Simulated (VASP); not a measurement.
Here is a VASP 6.6.1 calculation.

File INCAR:

```
ALGO     = Fast           # electronic algorithm
EDIFF    = 1E-6           # SCF threshold, eV
ENCUT    = 520            # plane-wave cutoff, eV
GGA      = CA             # functional
ISIF     = 2              # what is computed and relaxed
ISMEAR   = 0              # smearing method
LASPH    = T              # aspherical terms in the spheres
LCHARG   = F              # write CHGCAR
LREAL    = F              # projectors in reciprocal space
LWAVE    = F              # write WAVECAR
NBANDS   = 11             # bands
NELM     = 100            # most SCF steps
PREC     = Accurate       # precision mode
SIGMA    = 0.15           # smearing width, eV
```

KPOINTS

```
k-points
0
Gamma
  22 22 22
```

File POSCAR:

```
Pt
1.0
   -0.7190679788      1.6926978397      1.6926978397
    1.6926978397     -0.7190679788      1.6926978397
    1.6926978397      1.6926978397     -0.7190679788
Pt
1
Direct
    0.0000000000      0.0000000000      0.0000000000
```

Potentials or basis: VASP PAW LDA potentials, release 64 (Pt).

Launch:

```console
$ cat potpaw_LDA.64/Pt/POTCAR > POTCAR
$ mpirun -np 1 vasp_std > vasp.out
```

Q: What does it give for the band gap on the k mesh?

A: Zero (bands 5 and 6 overlap by 4.36 eV).

Q: What does it give for the pressure?

A: 26.0 GPa.

Caveat: the cell stands under pressure; spin-orbit coupling is left out, which moves the levels of the heavy elements.
